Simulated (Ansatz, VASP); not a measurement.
## PbO: VASP beside Ansatz

```
Pb O
1.0
     4.33300    0.00000    0.00000
     0.00000    4.33300    0.00000
     0.00000    0.00000   30.74933
Pb O
2 2
Direct
  0.50000 0.00000 0.46348
  0.00000 0.50000 0.53652
  0.00000 0.00000 0.50000
  0.50000 0.50000 0.50000
```

Alike in both runs: task single point; functional PBE; dispersion D3(BJ); k mesh 6 × 6 × 1; occupations gaussian, width 0.02 eV; no spin polarisation.

|  | VASP | Ansatz |
| --- | --- | --- |
| version | VASP 6.6.1 | Ansatz 0.2.0 |
| potentials or method | VASP PAW PBE potentials, release 64 (Pb_d, O), cutoff 520 eV | scalar-relativistic, plane waves, PAW |
| valence electrons in the cell | 40 | 40 |

```tsv
	VASP	Ansatz	Ansatz less VASP
gap on the k mesh at the Fermi level (eV)	1.98	2.00	+0.015
least direct gap on the mesh (eV)	2.00	2.02	+0.013
rms of the force components (eV/Å)	0.205	0.215	+0.0094
```

Spin-orbit coupling is off throughout.
